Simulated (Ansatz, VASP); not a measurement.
## Ge: VASP beside Ansatz

```xyz
2
Lattice="-0.1027 2.8477 2.8477 2.8477 -0.1027 2.8477 2.8477 2.8477 -0.1027" Properties=species:S:1:pos:R:3 pbc="T T T"
Ge   -0.0131   -0.0131   -0.0131
Ge    1.4113    1.4113    1.4113
```

Change from the starting cell: epitaxial_111 strain +4.0%.

Alike in both runs: task single point; functional r2SCAN; k mesh 8 × 8 × 8; occupations fermi-dirac, width 0.02 eV; no spin polarisation.

|  | VASP | Ansatz |
| --- | --- | --- |
| version | VASP 6.6.1 | Ansatz 0.2.0 |
| potentials or method | VASP PAW PBE potentials, release 64 (Ge_d) | plane waves, PAW |
| plane-wave cutoff (eV) | 520 | 500 |
| valence electrons in the cell | 28 | 28 |

Ansatz gave:

* pressure (GPa): -3.7
* traceless stress, the component that is largest in VASP (GPa): 1.84
* rms of the force components (eV/Å): 0.003

Question: What did VASP give for the same quantities?

Answer: Pressure (GPa): -3.6; traceless stress, the component that is largest in VASP (GPa): 1.84; rms of the force components (eV/Å): 0.006.

VASP's potentials were made for PBE, not for r2SCAN. Atom by atom the forces differ by 0.003 eV/Å (rms over components). With one functional, cell and mesh, what is left measures potentials, basis and numerics.
